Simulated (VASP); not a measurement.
# SiNi (Pnma) in VASP: notebook, part 2 of 2

VASP 6.6.1.

## (5) Single point, PBEsol, collinear spin, ferromagnetic start

This run uses another cell than the first one, of 13.09 Å³/atom.

Contents of INCAR:

```
SYSTEM = SiNi
  PREC = Accurate
  ENCUT = 520
  EDIFF = 1E-6
  ISMEAR = -1
  SIGMA = 0.05
  LREAL = .False.
  LASPH = .True.
  NELM = 150
  ALGO = Normal
  ISIF = 2
  LWAVE = .False.
  LCHARG = .False.
  ISPIN = 2
  MAGMOM = 1 1 1 1 0 0 0 0
  LORBIT = 11
  LMAXMIX = 4
  GGA = PS
  NBANDS = 42
```

Contents of KPOINTS:

```
Automatic mesh
0
Gamma
  4 7 4
  0 0 0
```

Contents of POSCAR:

```
SiNi
1.0
    5.3800240000      0.0000000000      0.0000000000
    0.0000000000      3.4716240000      0.0000000000
    0.0000000000      0.0000000000      5.6049000000
Ni Si
4 4
Direct
    0.9922100000      0.7500000000      0.8124800000
    0.5077900000      0.2500000000      0.3124800000
    0.4922100000      0.7500000000      0.6875200000
    0.0077900000      0.2500000000      0.1875200000
    0.6787200000      0.2500000000      0.9175000000
    0.8212800000      0.7500000000      0.4175000000
    0.1787200000      0.2500000000      0.5825000000
    0.3212800000      0.7500000000      0.0825000000
```

Potentials or basis: VASP PAW PBE potentials, release 64 (Ni, Si).

Command:

```console
> cat potpaw_PBE.64/Ni/POTCAR potpaw_PBE.64/Si/POTCAR > POTCAR
> mpirun -np 1 vasp_std > vasp.out
```

OUTCAR:

```text
SYSTEM = SiNi
   PREC = Accurate
   ENCUT = 520
   EDIFF = 1E-6
   ISMEAR = -1
   LREAL = .False.
   LASPH = .True.
   NELM = 150
   ISIF = 2
   ISPIN = 2
   LORBIT = 11
   GGA = PS

 ion  position               nearest neighbor table
   1  0.992  0.750  0.812-   8 2.33   7 2.38   7 2.38   6 2.40   5 2.49   5 2.49   4 2.73   4 2.73
                             3 2.78   3 2.78
   2  0.508  0.250  0.312-   7 2.33   8 2.38   8 2.38   5 2.40   6 2.49   6 2.49   3 2.73   3 2.73
                             4 2.78   4 2.78
   3  0.492  0.750  0.688-   6 2.33   5 2.38   5 2.38   8 2.40   7 2.49   7 2.49   2 2.73   2 2.73
                             1 2.78   1 2.78
   4  0.008  0.250  0.188-   5 2.33   6 2.38   6 2.38   7 2.40   8 2.49   8 2.49   1 2.73   1 2.73
                             2 2.78   2 2.78
   5  0.679  0.250  0.917-   4 2.33   3 2.38   3 2.38   2 2.40   1 2.49   1 2.49   8 2.75   8 2.75

   6  0.821  0.750  0.417-   3 2.33   4 2.38   4 2.38   1 2.40   2 2.49   2 2.49   7 2.75   7 2.75

   7  0.179  0.250  0.583-   2 2.33   1 2.38   1 2.38   4 2.40   3 2.49   3 2.49   6 2.75   6 2.75

   8  0.321  0.750  0.083-   1 2.33   2 2.38   2 2.38   3 2.40   4 2.49   4 2.49   5 2.75   5 2.75

  LATTYP: Found a simple orthorhombic cell.
[... 2307 lines left out ...]
  energy-cutoff  :      520.00
  volume of cell :      104.69
      direct lattice vectors                 reciprocal lattice vectors
     5.380024000  0.000000000  0.000000000     0.185872777  0.000000000  0.000000000
     0.000000000  3.471624000  0.000000000     0.000000000  0.288049627  0.000000000
     0.000000000  0.000000000  5.604900000     0.000000000  0.000000000  0.178415315

 POSITION                                       TOTAL-FORCE (eV/Angst)
 -----------------------------------------------------------------------------------
      5.33811      2.60372      4.55387         0.096157      0.000000     -0.080137
      2.73192      0.86791      1.75142        -0.096157     -0.000000     -0.080137
      2.64810      2.60372      3.85348         0.096157      0.000000      0.080137
      0.04191      0.86791      1.05103        -0.096157     -0.000000      0.080137
      3.65153      0.86791      5.14250         0.124299     -0.000000     -0.124225
      4.41851      2.60372      2.34005        -0.124299     -0.000000     -0.124225
      0.96152      0.86791      3.26485         0.124299     -0.000000      0.124225
      1.72849      2.60372      0.46240        -0.124299     -0.000000      0.124225
 -----------------------------------------------------------------------------------
    total drift:                               -0.000000      0.000000     -0.000000

  FREE ENERGIE OF THE ION-ELECTRON SYSTEM (eV)
  ---------------------------------------------------
  free  energy   TOTEN  =       -51.7131701201 eV

  energy  without entropy=      -51.6965937106  energy(sigma->0) =      -51.70488192

 total charge

# of ion       s       p       d       tot
------------------------------------------
    1        0.472   0.563   8.411   9.446
    2        0.472   0.563   8.411   9.446
    3        0.472   0.563   8.411   9.446
    4        0.472   0.563   8.411   9.446
    5        0.762   0.801   0.000   1.562
    6        0.762   0.801   0.000   1.562
    7        0.762   0.801   0.000   1.562
    8        0.762   0.801   0.000   1.562
--------------------------------------------------
tot          4.933   5.455  33.644  44.031

 magnetization (x)

# of ion       s       p       d       tot
------------------------------------------
    1        0.000  -0.000   0.000   0.000
    2        0.000  -0.000   0.000   0.000
    3        0.000  -0.000   0.000   0.000
    4        0.000  -0.000   0.000   0.000
    5       -0.000  -0.000   0.000  -0.000
    6       -0.000  -0.000   0.000  -0.000
    7       -0.000  -0.000   0.000  -0.000
    8       -0.000  -0.000   0.000  -0.000
--------------------------------------------------
tot          0.000  -0.000   0.000   0.000
```

OSZICAR:

```text
N       E                     dE             d eps       ncg     rms          rms(c)
DAV:   1     0.358877948632E+03    0.35888E+03   -0.23595E+04  6048   0.153E+03
DAV:   2    -0.269341149552E+02   -0.38581E+03   -0.36544E+03  6050   0.334E+02
DAV:   3    -0.578517920060E+02   -0.30918E+02   -0.29410E+02  6858   0.110E+02
DAV:   4    -0.588314735251E+02   -0.97968E+00   -0.97265E+00  7352   0.179E+01
DAV:   5    -0.588622948959E+02   -0.30821E-01   -0.30797E-01  7416   0.305E+00    0.295E+01
DAV:   6    -0.725118837442E+02   -0.13650E+02   -0.12232E+02  7144   0.164E+02    0.427E+01
DAV:   7    -0.519578942489E+02    0.20554E+02   -0.43519E+01  7354   0.101E+02    0.689E+00
DAV:   8    -0.517997376981E+02    0.15816E+00   -0.61198E+00  8758   0.210E+01    0.374E+00
DAV:   9    -0.517169262511E+02    0.82811E-01   -0.65208E-01  8394   0.834E+00    0.110E+00
DAV:  10    -0.517154144193E+02    0.15118E-02   -0.19758E-02  7918   0.158E+00    0.661E-01
DAV:  11    -0.517135759735E+02    0.18384E-02   -0.22939E-03  7654   0.334E-01    0.371E-01
DAV:  12    -0.517132249432E+02    0.35103E-03   -0.89433E-04  7898   0.345E-01    0.153E-01
DAV:  13    -0.517131967931E+02    0.28150E-04   -0.10950E-04  8454   0.128E-01    0.748E-02
DAV:  14    -0.517131761038E+02    0.20689E-04   -0.32089E-05  8676   0.678E-02    0.373E-02
DAV:  15    -0.517131707841E+02    0.53197E-05   -0.10925E-05  9142   0.253E-02    0.132E-02
DAV:  16    -0.517131701201E+02    0.66398E-06   -0.76452E-07  3492   0.800E-03
   1 F= -.51713170E+02 E0= -.51704882E+02  d E =-.165764E-01  mag=    -0.0001
```

stdout:

```text
POSCAR found type information on POSCAR NiSi
 POSCAR found :  2 types and       8 ions
 scaLAPACK will be used
 -----------------------------------------------------------------------------
|                                                                             |
|                                                                             |
|     You enforced a specific xc type in the INCAR file but a different       |
|     I HOPE YOU KNOW WHAT YOU ARE DOING!                                     |
|                                                                             |
 -----------------------------------------------------------------------------

 LDA part: xc-table for (Slater+PW92), standard interpolation
 POSCAR, INCAR and KPOINTS ok, starting setup
 FFT: planning ... GRIDC
 FFT: planning ... GRID_SOFT
 FFT: planning ... GRID
 WAVECAR not read
 entering main loop
```

It took 7.8 min on 1 thread of Intel Xeon 8259CL, shared host; peak memory 0.38 GiB.

Results:

```yaml
Free_energy: -51.7132 eV
Pressure: -15.3 GPa
Largest_force: 0.176 eV/Å
Band_gap_on_the_k_mesh: zero (filled and empty bands overlap)
Net_moment: 0.00 μB per cell
Valence_electrons_inside_the_program's_atomic_spheres: Ni 9.45; Si 1.56
```

Forces on the atoms (eV/Å):
```
Ni   0.096  0.000 -0.080
Ni  -0.096  0.000 -0.080
Ni   0.096  0.000  0.080
Ni  -0.096  0.000  0.080
Si   0.124  0.000 -0.124
Si  -0.124  0.000 -0.124
Si   0.124  0.000  0.124
Si  -0.124  0.000  0.124
```

Stress tensor (GPa, compression positive):
```
-17.49   0.00   0.00
  0.00 -16.56   0.00
  0.00   0.00 -11.86
```

Caveat: the stress differs along the axes, from -17 to -12 GPa; the moments typed at the start vanished in this run; the PAW data sets were made with another functional, which shifts forces and pressure a little.

## (6) Single point, LDA, collinear spin, ferromagnetic start

This run uses another cell than the first one, of 11.52 Å³/atom.

Contents of INCAR:

```
SYSTEM = SiNi
PREC = Accurate ; ENCUT = 520
EDIFF = 1E-7 ; ISMEAR = -1
SIGMA = 0.05 ; LREAL = .FALSE.
LASPH = .TRUE. ; NELM = 150
ALGO = Normal ; ISIF = 2
LWAVE = .FALSE. ; LCHARG = .FALSE.
ISPIN = 2 ; MAGMOM = 1 1 1 1 0 0 0 0
LORBIT = 11 ; LMAXMIX = 4
GGA = CA ; NBANDS = 42
```

Contents of KPOINTS:

```
Automatic mesh
0
G
  5 8 5
  0 0 0
```

Contents of POSCAR:

```
SiNi
1.0
    5.0264043486      0.0000000000      0.0000000000
    0.0000000000      3.3525691302      0.0000000000
    0.0000000000      0.0000000000      5.4668009302
Ni Si
4 4
Direct
    0.9906608877      0.7500000000      0.8120685071
    0.5093391123      0.2500000000      0.3120685071
    0.4906608877      0.7500000000      0.6879314929
    0.0093391123      0.2500000000      0.1879314929
    0.6800227220      0.2500000000      0.9115619739
    0.8199772780      0.7500000000      0.4115619739
    0.1800227220      0.2500000000      0.5884380261
    0.3199772780      0.7500000000      0.0884380261
```

Potentials or basis: VASP PAW LDA potentials, release 64 (Ni, Si).

Command:

```console
> cat potpaw_LDA.64/Ni/POTCAR potpaw_LDA.64/Si/POTCAR > POTCAR
> mpirun -np 1 vasp_std > vasp.out
```

OUTCAR:

```text
SYSTEM = SiNi
   PREC = Accurate
   ENCUT = 520
   EDIFF = 1E-7
   ISMEAR = -1
   LREAL = .FALSE.
   LASPH = .TRUE.
   NELM = 150
   ISIF = 2
   ISPIN = 2
   LORBIT = 11
   GGA = CA

 ion  position               nearest neighbor table
   1  0.991  0.750  0.812-   8 2.24   7 2.28   7 2.28   6 2.35   5 2.35   5 2.35   3 2.60   3 2.60
                             4 2.65   4 2.65
   2  0.509  0.250  0.312-   7 2.24   8 2.28   8 2.28   5 2.35   6 2.35   6 2.35   4 2.60   4 2.60
                             3 2.65   3 2.65
   3  0.491  0.750  0.688-   6 2.24   5 2.28   5 2.28   8 2.35   7 2.35   7 2.35   1 2.60   1 2.60
                             2 2.65   2 2.65
   4  0.009  0.250  0.188-   5 2.24   6 2.28   6 2.28   7 2.35   8 2.35   8 2.35   2 2.60   2 2.60
                             1 2.65   1 2.65
   5  0.680  0.250  0.912-   4 2.24   3 2.28   3 2.28   2 2.35   1 2.35   1 2.35   8 2.65   8 2.65
                             7 3.07   7 3.07
   6  0.820  0.750  0.412-   3 2.24   4 2.28   4 2.28   1 2.35   2 2.35   2 2.35   7 2.65   7 2.65
                             8 3.07   8 3.07
   7  0.180  0.250  0.588-   2 2.24   1 2.28   1 2.28   4 2.35   3 2.35   3 2.35   6 2.65   6 2.65
                             5 3.07   5 3.07
   8  0.320  0.750  0.088-   1 2.24   2 2.28   2 2.28   3 2.35   4 2.35   4 2.35   5 2.65   5 2.65
                             6 3.07   6 3.07

  LATTYP: Found a simple orthorhombic cell.
 ALAT       =     3.3525691302
 B/A-ratio  =     1.4992694120
 C/A-ratio  =     1.6306303369

  Lattice vectors:

 A1 = (   0.0000000000,  -3.3525691302,   0.0000000000)
 A2 = (   5.0264043486,   0.0000000000,   0.0000000000)
 A3 = (   0.0000000000,   0.0000000000,   5.4668009302)

Analysis of symmetry for initial positions (statically):
=====================================================================
 Subroutine PRICEL returns:
 Original cell was already a primitive cell.

 Routine SETGRP: Setting up the symmetry group for a
 simple orthorhombic supercell.

[... 1239 lines left out ...]

 spin component 2

 k-point     1 :       0.0000    0.0000    0.0000
  band No.  band energies     occupation
      1      -2.3150      1.00000
      2       1.3416      1.00000
      3       2.3861      1.00000
      4       3.1622      1.00000
      5       4.2623      1.00000
      6       4.7863      1.00000
[... 1021 lines left out ...]
     39      18.6181      0.00000
     40      18.9807      0.00000

 [... further k-points ...]

 [bands above 40 left out]

------------------------ aborting loop because EDIFF is reached ----------------------------------------

  FORCE on cell =-STRESS in cart. coord.  units (eV):
  Direction    XX          YY          ZZ          XY          YZ          ZX
  --------------------------------------------------------------------------------------
  -------------------------------------------------------------------------------------
  Total        0.1897653      0.1347589      0.1835879      0.0000000      0.0000000      0.0000000
  in kB        3.3003413      2.3436877      3.1929068      0.0000000      0.0000000      0.0000000
  external PRESSURE =       2.9456452 kB  Pullay stress =       0.0000000 kB

 VOLUME and BASIS-vectors are now :
 -----------------------------------------------------------------------------
  energy-cutoff  :      520.00
  volume of cell :       92.12
      direct lattice vectors                 reciprocal lattice vectors
     5.026404349  0.000000000  0.000000000     0.198949374  0.000000000  0.000000000
     0.000000000  3.352569130  0.000000000     0.000000000  0.298278711  0.000000000
     0.000000000  0.000000000  5.466800930     0.000000000  0.000000000  0.182922337

 POSITION                                       TOTAL-FORCE (eV/Angst)
 -----------------------------------------------------------------------------------
      4.97946      2.51443      4.43942        -0.015358     -0.000000      0.004712
      2.56014      0.83814      1.70602         0.015358     -0.000000      0.004712
      2.46626      2.51443      3.76078        -0.015358     -0.000000     -0.004712
      0.04694      0.83814      1.02738         0.015358      0.000000     -0.004712
      3.41807      0.83814      4.98333        -0.003959     -0.000000     -0.004093
      4.12154      2.51443      2.24993         0.003959      0.000000     -0.004093
      0.90487      0.83814      3.21687        -0.003959     -0.000000      0.004093
      1.60834      2.51443      0.48347         0.003959     -0.000000      0.004093
 -----------------------------------------------------------------------------------
    total drift:                               -0.000000      0.000000      0.000000

  FREE ENERGIE OF THE ION-ELECTRON SYSTEM (eV)
  ---------------------------------------------------
  free  energy   TOTEN  =       -55.0880762903 eV

  energy  without entropy=      -55.0768598632  energy(sigma->0) =      -55.08246808

 total charge

# of ion       s       p       d       tot
------------------------------------------
    1        0.528   0.702   8.498   9.729
    2        0.528   0.702   8.498   9.729
    3        0.528   0.702   8.498   9.729
    4        0.528   0.702   8.498   9.729
    5        0.767   0.883   0.000   1.650
    6        0.767   0.883   0.000   1.650
    7        0.767   0.883   0.000   1.650
    8        0.767   0.883   0.000   1.650
--------------------------------------------------
tot          5.179   6.341  33.994  45.514

 magnetization (x)

# of ion       s       p       d       tot
------------------------------------------
    1       -0.000  -0.000  -0.000  -0.000
    2       -0.000  -0.000  -0.000  -0.000
    3       -0.000  -0.000  -0.000  -0.000
    4       -0.000  -0.000  -0.000  -0.000
    5        0.000   0.000   0.000   0.000
    6        0.000   0.000   0.000   0.000
    7        0.000   0.000   0.000   0.000
    8        0.000   0.000   0.000   0.000
--------------------------------------------------
tot          0.000   0.000  -0.000  -0.000
```

OSZICAR:

```text
N       E                     dE             d eps       ncg     rms          rms(c)
DAV:   1     0.376583277394E+03    0.37658E+03   -0.23820E+04  7560   0.159E+03
DAV:   2    -0.259829520194E+02   -0.40257E+03   -0.38031E+03  7568   0.347E+02
DAV:   3    -0.605925601305E+02   -0.34610E+02   -0.33072E+02  8478   0.118E+02
DAV:   4    -0.617161379578E+02   -0.11236E+01   -0.11160E+01  9092   0.201E+01
DAV:   5    -0.617524657205E+02   -0.36328E-01   -0.36299E-01  9354   0.339E+00    0.303E+01
DAV:   6    -0.701458533764E+02   -0.83934E+01   -0.98769E+01  8896   0.155E+02    0.352E+01
DAV:   7    -0.550893218923E+02    0.15057E+02   -0.37410E+01  8990   0.986E+01    0.574E+00
DAV:   8    -0.552226971847E+02   -0.13338E+00   -0.42358E+00 11026   0.147E+01    0.395E+00
DAV:   9    -0.550922315636E+02    0.13047E+00   -0.44555E-01  9392   0.877E+00    0.830E-01
DAV:  10    -0.550900622363E+02    0.21693E-02   -0.19065E-02  9468   0.126E+00    0.528E-01
DAV:  11    -0.550884501248E+02    0.16121E-02   -0.15962E-03 10680   0.326E-01    0.294E-01
DAV:  12    -0.550880890935E+02    0.36103E-03   -0.44155E-04 10612   0.260E-01    0.105E-01
DAV:  13    -0.550880834482E+02    0.56453E-05   -0.88282E-05  9190   0.971E-02    0.475E-02
DAV:  14    -0.550880789345E+02    0.45137E-05   -0.86775E-06 11150   0.260E-02    0.243E-02
DAV:  15    -0.550880767677E+02    0.21667E-05   -0.29015E-06 11442   0.133E-02    0.105E-02
DAV:  16    -0.550880762639E+02    0.50385E-06   -0.13881E-06 11456   0.133E-02    0.146E-03
DAV:  17    -0.550880762903E+02   -0.26414E-07   -0.27432E-07  6208   0.346E-03
   1 F= -.55088076E+02 E0= -.55082468E+02  d E =-.112164E-01  mag=    -0.0000
```

Wall time 3.9 min (1 thread of Intel Xeon Platinum 8488C (Sapphire Rapids), shared host); peak memory 0.34 GiB.

What came out:

- Free energy: -55.0881 eV
- Pressure: 0.3 GPa
- Largest force: 0.016 eV/Å
- Band gap on the k mesh: zero (filled and empty bands overlap)
- Net moment: 0.00 μB per cell
- Valence electrons inside the program's atomic spheres: Ni 9.73; Si 1.65

Forces in eV/Å, atoms in the order of the input:
```
Ni  -0.015  0.000  0.005
Ni   0.015  0.000  0.005
Ni  -0.015  0.000 -0.005
Ni   0.015  0.000 -0.005
Si  -0.004  0.000 -0.004
Si   0.004  0.000 -0.004
Si  -0.004  0.000  0.004
Si   0.004  0.000  0.004
```

Stress tensor (GPa, compression positive):
```
0.33 0.00 0.00
0.00 0.23 0.00
0.00 0.00 0.32
```

Caveat: the moments typed at the start vanished in this run.

## (7) The runs side by side

```csv
level,potentials or basis,cell,k mesh,smearing,gap on the mesh (eV),pressure (GPa),moment (μB),largest force (eV/Å)
PBEsol,"VASP PAW PBE potentials, release 64 (Ni, Si)","a = 5.225, b = 3.371, c = 5.605 Å, 8 atoms, atomic positions A",5 × 7 × 4,fermi-dirac 0.05 eV,none,-7.5,0.00,0.10
PBE,"VASP PAW PBE potentials, release 64 (Ni, Si)","a = 5.173, b = 3.338, c = 5.605 Å, 8 atoms, atomic positions A",5 × 8 × 5,gaussian 0.014 eV,none,1.7,0.00,0.06
revPBE,"VASP PAW PBE potentials, release 64 (Ni, Si)","a = 5.173, b = 3.338, c = 5.605 Å, 8 atoms, atomic positions A",5 × 8 × 5,fermi-dirac 0.05 eV,none,4.2,0.00,0.07
PBEsol,"VASP PAW PBE potentials, release 64 (Ni, Si)","a = 5.380, b = 3.472, c = 5.605 Å, 8 atoms, atomic positions A",4 × 7 × 4,fermi-dirac 0.05 eV,none,-15.3,0.00,0.18
LDA,"VASP PAW LDA potentials, release 64 (Ni, Si)","a = 5.026, b = 3.353, c = 5.467 Å, 8 atoms, atomic positions B",5 × 8 × 5,fermi-dirac 0.05 eV,none,0.3,0.00,0.02
```

Alike in all rows: task single point; spin collinear, ferromagnetic start; cutoff (eV) 520.

Caveats: the moments typed at the start vanished in this run; the PAW data sets were made with another functional, which shifts forces and pressure a little (at least some runs); the cell stands under tension (at least some runs); the cell stands under pressure (at least some runs); the stress differs along the axes, from -17 to -12 GPa (at least some runs).

Absolute energies hang on the potentials; compare differences alone.
